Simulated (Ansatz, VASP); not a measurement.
Two plane-wave programs on In

```xyz
1
Lattice="-1.7211 1.7211 2.3164 1.7211 -1.7211 2.3164 1.7211 1.7211 -2.3164" Properties=species:S:1:pos:R:3 pbc="T T T"
In    0.0000    0.0000    0.0000
```

Alike in both runs: task relaxation of cell and atoms; functional PBE; k mesh 22 × 22 × 22; occupations gaussian, width 0.1 eV; no spin polarisation.

|  | VASP | Ansatz |
| --- | --- | --- |
| version | VASP 6.6.1 | Ansatz 0.2.0 |
| potentials or method | VASP PAW PBE potentials, release 64 (In_d), cutoff 600 eV | scalar-relativistic, plane waves, PAW |
| valence electrons in the cell | 13 | 13 |

```csv
,VASP,Ansatz,Ansatz less VASP
"gap on the k mesh at the Fermi level, each at its own relaxed structure (eV)",none,none,-
relaxed volume (Å³/atom),27.54,27.52,-0.022
relaxed length of the cell vector where the two differ most in proportion (Å),3.364,3.365,+0.0004
```

A gap of «none» marks a metal or a gap that the smearing closes.
